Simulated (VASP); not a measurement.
# SnO2 (P4_2/mnm) in VASP: single point with PBE

Aim: the single point of SnO2 with PBE.

Program: VASP 6.6.1. These are calculated values, not measurements. Logs are shortened: lines on timing, memory, paths and dates and some standing lists are left out, and cuts for length are marked.

## Step 1: The cell of the first run

Symmetry: P4_2/mnm, No. 136, tetragonal system. Conventional cell: a = 4.829 Å, b = 4.829 Å, c = 3.237 Å, α = 90.00°, β = 90.00°, γ = 90.00°. Within 2.8 Å of Sn (site symmetry mmm) lie 6 O at 2.09 Å. Within 2.8 Å of O (site symmetry m2m) lie 3 Sn at 2.09 Å and 1 O at 2.64 Å.

## Step 2: Single point, PBE

Input file INCAR:

```
SYSTEM = SnO2
ALGO = Normal
EDIFF = 1E-6
ENCUT = 520
GGA = PE
ISIF = 2
ISMEAR = 0
LASPH = .TRUE.
LCHARG = .TRUE.
LELF = .TRUE.
LREAL = .FALSE.
LVHAR = .TRUE.
LWAVE = .FALSE.
NBANDS = 35
NELM = 80
PREC = Accurate
SIGMA = 0.05
```

Input file KPOINTS:

```
k-points
0
G
  4 4 6
  0 0 0
```

Input file POSCAR:

```
SnO2
1.0
    4.8287606639      0.0000000000      0.0000000000
    0.0000000000      4.8287606639      0.0000000000
    0.0000000000      0.0000000000      3.2368835314
Sn O
2 4
Direct
    0.0000000000      0.0000000000      0.0000000000
    0.5000000000      0.5000000000      0.5000000000
    0.3065877476      0.3065877476      0.0000000000
    0.8065877476      0.1934122524      0.5000000000
    0.1934122524      0.8065877476      0.5000000000
    0.6934122524      0.6934122524      0.0000000000
```

Potentials or basis: VASP PAW PBE potentials, release 64 (Sn_d, O).

Started as:

```
cat potpaw_PBE.64/Sn_d/POTCAR potpaw_PBE.64/O/POTCAR > POTCAR
mpirun -np 1 vasp_std > vasp.out
```

OUTCAR:

```text
SYSTEM = SnO2
   EDIFF = 1E-6
   ENCUT = 520
   GGA = PE
   ISIF = 2
   ISMEAR = 0
   LASPH = .TRUE.
   LREAL = .FALSE.
   NELM = 80
   PREC = Accurate

 ion  position               nearest neighbor table
   1  0.000  0.000  0.000-   4 2.09   5 2.09   4 2.09   5 2.09   3 2.09   6 2.09
   2  0.500  0.500  0.500-   3 2.09   6 2.09   3 2.09   6 2.09   5 2.09   4 2.09
   3  0.307  0.307  0.000-   2 2.09   2 2.09   1 2.09
   4  0.807  0.193  0.500-   1 2.09   1 2.09   2 2.09
   5  0.193  0.807  0.500-   1 2.09   1 2.09   2 2.09
   6  0.693  0.693  0.000-   2 2.09   2 2.09   1 2.09

  LATTYP: Found a simple tetragonal cell.
 ALAT       =     4.8287606639
 C/A-ratio  =     0.6703342238

  Lattice vectors:

 A1 = (   4.8287606639,   0.0000000000,   0.0000000000)
 A2 = (   0.0000000000,   4.8287606639,   0.0000000000)
 A3 = (   0.0000000000,   0.0000000000,   3.2368835314)

Analysis of symmetry for initial positions (statically):
=====================================================================
 Subroutine PRICEL returns:
 Original cell was already a primitive cell.

 Routine SETGRP: Setting up the symmetry group for a
 simple tetragonal supercell.

 Subroutine GETGRP returns: Found 16 space group operations
 (whereof  8 operations were pure point group operations)
 out of a pool of 16 trial point group operations.

The static configuration has the point symmetry D_2h.
 The point group associated with its full space group is D_4h.

Analysis of symmetry for dynamics (positions and initial velocities):
=====================================================================
 Subroutine PRICEL returns:
 Original cell was already a primitive cell.

 Routine SETGRP: Setting up the symmetry group for a
 simple tetragonal supercell.

 Subroutine GETGRP returns: Found 16 space group operations
 (whereof  8 operations were pure point group operations)
 out of a pool of 16 trial point group operations.

The dynamic configuration has the point symmetry D_2h.
 The point group associated with its full space group is D_4h.

 Subroutine INISYM returns: Found 16 space group operations
 (whereof  8 operations are pure point group operations),
 and found     1 'primitive' translations

----------------------------------------------------------------------------------------

                                     Primitive cell

  volume of cell :      75.4742

  direct lattice vectors                    reciprocal lattice vectors
     4.828760664  0.000000000  0.000000000     0.207092476  0.000000000  0.000000000
     0.000000000  4.828760664  0.000000000     0.000000000  0.207092476  0.000000000
     0.000000000  0.000000000  3.236883531     0.000000000  0.000000000  0.308939136

  length of vectors
     4.828760664  4.828760664  3.236883531     0.207092476  0.207092476  0.308939136

  position of ions in fractional coordinates (direct lattice)
     0.000000000  0.000000000  0.000000000
     0.500000000  0.500000000  0.500000000
     0.306587748  0.306587748  0.000000000
     0.806587748  0.193412252  0.500000000
     0.193412252  0.806587748  0.500000000
     0.693412252  0.693412252  0.000000000

  ion indices of the primitive-cell ions
   primitive index   ion index
                 1           1
                 2           2
                 3           3
                 4           4
                 5           5
                 6           6

----------------------------------------------------------------------------------------

 KPOINTS: k-points

Automatic generation of k-mesh.
 Grid dimensions read from file:
 generate k-points for:    4    4    6

 Generating k-lattice:

  Cartesian coordinates                     Fractional coordinates (reciprocal lattice)
     0.051773119  0.000000000  0.000000000     0.250000000  0.000000000  0.000000000
     0.000000000  0.051773119  0.000000000     0.000000000  0.250000000  0.000000000
     0.000000000  0.000000000  0.051489856     0.000000000  0.000000000  0.166666667

  Length of vectors
     0.051773119  0.051773119  0.051489856

  Shift w.r.t. Gamma in fractional coordinates (k-lattice)
     0.000000000  0.000000000  0.000000000

 Subroutine IBZKPT returns following result:
 ===========================================

 Found     24 irreducible k-points:

 Following reciprocal coordinates:
            Coordinates               Weight
  0.000000  0.000000  0.000000      1.000000
  0.250000  0.000000  0.000000      4.000000
  0.500000  0.000000  0.000000      2.000000
  0.250000  0.250000  0.000000      4.000000
  0.500000  0.250000  0.000000      4.000000
  0.500000  0.500000  0.000000      1.000000
[... 16 lines left out ...]
  0.500000  0.250000  0.500000      4.000000
  0.500000  0.500000  0.500000      1.000000
   k-points           NKPTS =     24   k-points in BZ     NKDIM =     24   number of bands    NBANDS=     35
   number of dos      NEDOS =    301   number of ions     NIONS =      6
   total plane-waves  NPLWV =  31104
   dimension x,y,z NGX =    36 NGY =   36 NGZ =   24
   dimension x,y,z NGXF=    72 NGYF=   72 NGZF=   48
   ions per type =               2   4
   NGX,Y,Z   is equivalent  to a cutoff of  12.39, 12.39, 12.33 a.u.
   NGXF,Y,Z  is equivalent  to a cutoff of  24.79, 24.79, 24.65 a.u.
 SYSTEM =  SnO2
   PREC   = accura    normal or accurate (medium, high low for compatibility)
   ISTART =      0    job   : 0-new  1-cont  2-samecut
   ICHARG =      2    charge: 1-file 2-atom 10-const
   ISPIN  =      1    spin polarized calculation?
   LNONCOLLINEAR =      F non collinear calculations
   LSORBIT =      F    spin-orbit coupling
   LASPH  =      T    aspherical Exc in radial PAW
   ENCUT  =  520.0 eV  38.22 Ry    6.18 a.u.   8.98  8.98  6.02*2*pi/ulx,y,z
   NELM   =     80;   NELMIN=  2; NELMDL= -5     # of ELM steps
   EDIFF  = 0.1E-05   stopping-criterion for ELM
   LREAL  =      F    real-space projection
   EDIFFG = 0.1E-04   stopping-criterion for IOM
   NSW    =      0    number of steps for IOM
   IBRION =     -1    ionic relax: 0-MD 1-quasi-New 2-CG
   NFREE  =      0    steps in history (QN), initial steepest desc. (CG)
   ISIF   =      2    stress and relaxation
   ISYM   =      2    0-nonsym 1-usesym 2-fastsym
   POTIM  = 0.5000    time-step for ionic-motion
   TEBEG  =    0.0;   TEEND  =   0.0 temperature during run
   PSTRESS=    0.0 pullay stress
   NELECT =      52.0000    total number of electrons
   NUPDOWN=      -1.0000    fix difference up-down
   EMIN   =  10.00;   EMAX   =-10.00  energy-range for DOS
   EFERMI =   0.00;   METHOD = LEGACY
   ISMEAR =     0;   SIGMA  =   0.05  broadening in eV -4-tet -1-fermi 0-gaus
   EFERMI_NEDOS =   21; number of points for ismear=-14 and -15
   IALGO  =     38    algorithm
   IMIX   =      4    mixing-type and parameters
     AMIX     =   0.40;   BMIX     =  1.00
     AMIX_MAG =   1.60;   BMIX_MAG =  1.00
  volume/ion in A,a.u.               =      12.58        84.89
  Fermi-wavevector in a.u.,A,eV,Ry     =   1.445916  2.732385 28.445343  2.090674
  Thomas-Fermi vector in A             =   2.564044
   LORBIT       =      0    0 simple, 1 ext, 2 COOP (PROOUT), +10 PAW based schemes
   GGA     = PE    functional components
   LHFCALC =     F    Hartree Fock is set to
   AEXX    =    0.0000 exact exchange contribution
   IVDW    =     0    specifies the selected vdW correction
   LEPSILON=     F    determine dielectric tensor
   LRPA    =     F    only Hartree local field effects (RPA)
 non-spin polarized calculation
 Gauss-broadening in eV      SIGMA  =   0.05
  energy-cutoff  :      520.00
  volume of cell :       75.47
 maximum number of plane-waves:      2068
 NGX is ok and might be reduce to    36
   NGX = 17   NGY = 17   NGZ = 13

 number of electron      52.0000002 magnetization

 Free energy of the ion-electron system (eV)
  ---------------------------------------------------
  ext. energy  EPLUGINS =         0.00000000
  ---------------------------------------------------
  free energy    TOTEN  =       -37.30934079 eV

  energy without entropy =      -37.30934079  energy(sigma->0) =      -37.30934079

 E-fermi :   5.7883     XC(G=0): -10.9746

 val. band max:        5.5299889731   @ k =   0.0000   0.0000   0.0000
 cond. band min:       6.1992557457   @ k =   0.0000   0.0000   0.0000
 fundamental gap:      0.6692667727
 Fermi energy:         5.7883360520

 k-point     1 :       0.0000    0.0000    0.0000
  band No.  band energies     occupation
      1     -15.5069      2.00000
      2     -14.8441      2.00000
      3     -14.6497      2.00000
      4     -14.6224      2.00000
      5     -14.6224      2.00000
      6     -14.5561      2.00000
[... 27 lines left out ...]
     34      17.0050      0.00000
     35      17.7794      0.00000

 k-point     2 :       0.2500    0.0000    0.0000
  band No.  band energies     occupation
      1     -15.4239      2.00000
      2     -14.9419      2.00000
      3     -14.6478      2.00000
      4     -14.6195      2.00000
      5     -14.6194      2.00000
      6     -14.6063      2.00000
[... 27 lines left out ...]
     34      17.2670      0.00000
     35      17.7720      0.00000

 k-point     3 :       0.5000    0.0000    0.0000
  band No.  band energies     occupation
      1     -15.1993      2.00000
      2     -15.1993      2.00000
      3     -14.6397      2.00000
      4     -14.6397      2.00000
      5     -14.6163      2.00000
      6     -14.6163      2.00000
[... 27 lines left out ...]
     34      17.6895      0.00000
     35      17.7221      0.00000
[... 723 lines left out ...]
 k-point    23 :       0.5000    0.2500    0.5000
  band No.  band energies     occupation
      1     -15.3875      2.00000
      2     -15.3875      2.00000
      3     -14.7484      2.00000
      4     -14.7484      2.00000
      5     -14.5143      2.00000
      6     -14.5143      2.00000
[... 27 lines left out ...]
     34      16.5970      0.00000
     35      18.0371      0.00000

 k-point    24 :       0.5000    0.5000    0.5000
  band No.  band energies     occupation
      1     -15.3025      2.00000
      2     -15.3025      2.00000
      3     -14.8804      2.00000
      4     -14.8804      2.00000
      5     -14.5112      2.00000
      6     -14.5112      2.00000
[... 27 lines left out ...]
     34      16.1415      0.00000
     35      18.3600      0.00000

------------------------ aborting loop because EDIFF is reached ----------------------------------------

  FORCE on cell =-STRESS in cart. coord.  units (eV):
  Direction    XX          YY          ZZ          XY          YZ          ZX
  --------------------------------------------------------------------------------------
  -------------------------------------------------------------------------------------
  Total        0.2124652      0.2124652      0.3984827      0.0000000      0.0000000      0.0000000
  in kB        4.5102432      4.5102432      8.4590516      0.0000000      0.0000000      0.0000000
  external PRESSURE =       5.8265126 kB  Pullay stress =       0.0000000 kB

 VOLUME and BASIS-vectors are now :
 -----------------------------------------------------------------------------
  energy-cutoff  :      520.00
  volume of cell :       75.47
      direct lattice vectors                 reciprocal lattice vectors
     4.828760664  0.000000000  0.000000000     0.207092476  0.000000000  0.000000000
     0.000000000  4.828760664  0.000000000     0.000000000  0.207092476  0.000000000
     0.000000000  0.000000000  3.236883531     0.000000000  0.000000000  0.308939136

 POSITION                                       TOTAL-FORCE (eV/Angst)
 -----------------------------------------------------------------------------------
      0.00000      0.00000      0.00000         0.000000     -0.000000      0.000000
      2.41438      2.41438      1.61844         0.000000     -0.000000      0.000000
      1.48044      1.48044      0.00000        -0.012735     -0.012735     -0.000000
      3.89482      0.93394      1.61844        -0.012735      0.012735      0.000000
      0.93394      3.89482      1.61844         0.012735     -0.012735      0.000000
      3.34832      3.34832      0.00000         0.012735      0.012735      0.000000
 -----------------------------------------------------------------------------------
    total drift:                                0.000000      0.000000      0.000000

  FREE ENERGIE OF THE ION-ELECTRON SYSTEM (eV)
  ---------------------------------------------------
  free  energy   TOTEN  =       -37.3093407877 eV

  energy  without entropy=      -37.3093407877  energy(sigma->0) =      -37.30934079
```

It took 27 s on 1 thread of Intel Xeon Platinum 8559C (Emerald Rapids), shared host; peak memory 0.2 GiB.

What came out:

| Property | Result |
| --- | --- |
| Free energy | -37.3093 eV |
| Pressure | 0.6 GPa |
| Largest force | 0.018 eV/Å |
| Band gap on the k mesh | 0.67 eV, direct |

Forces on the atoms (eV/Å):
```
Sn   0.000  0.000  0.000
Sn   0.000  0.000  0.000
O   -0.013 -0.013  0.000
O   -0.013  0.013  0.000
O    0.013 -0.013  0.000
O    0.013  0.013  0.000
```

Stress tensor (GPa, compression positive):
```
0.45 0.00 0.00
0.00 0.45 0.00
0.00 0.00 0.85
```

Levels at points of the mesh, in eV from the valence-band top:
| k point | band 22 | band 23 | band 24 | band 25 | band 26 | band 27 | band 28 | band 29 | band 30 | band 31 |
| --- | --- | --- | --- | --- | --- | --- | --- | --- | --- | --- |
| (0.00, 0.00, 0.00) | -1.25 | -1.25 | -0.74 | -0.74 | 0.00 | 0.67 | 5.69 | 6.06 | 6.06 | 10.13 |
| (0.50, 0.00, 0.00) | -1.90 | -1.21 | -1.21 | -0.61 | -0.61 | 3.88 | 3.88 | 6.81 | 6.81 | 10.39 |
| (0.50, 0.50, 0.00) | -1.87 | -1.33 | -1.33 | -0.86 | -0.86 | 4.27 | 4.27 | 7.15 | 7.15 | 10.47 |
| (0.00, 0.00, 0.50) | -2.58 | -1.53 | -1.53 | -1.18 | -1.18 | 5.58 | 5.58 | 9.36 | 9.36 | 10.31 |
| (0.50, 0.00, 0.50) | -1.66 | -1.02 | -1.02 | -0.75 | -0.75 | 5.84 | 5.84 | 7.60 | 7.60 | 10.58 |
| (0.50, 0.50, 0.50) | -2.44 | -0.92 | -0.92 | -0.78 | -0.78 | 4.35 | 4.35 | 8.61 | 8.61 | 10.57 |

Caveat: spin-orbit coupling is left out, which moves the levels of the heavy elements.
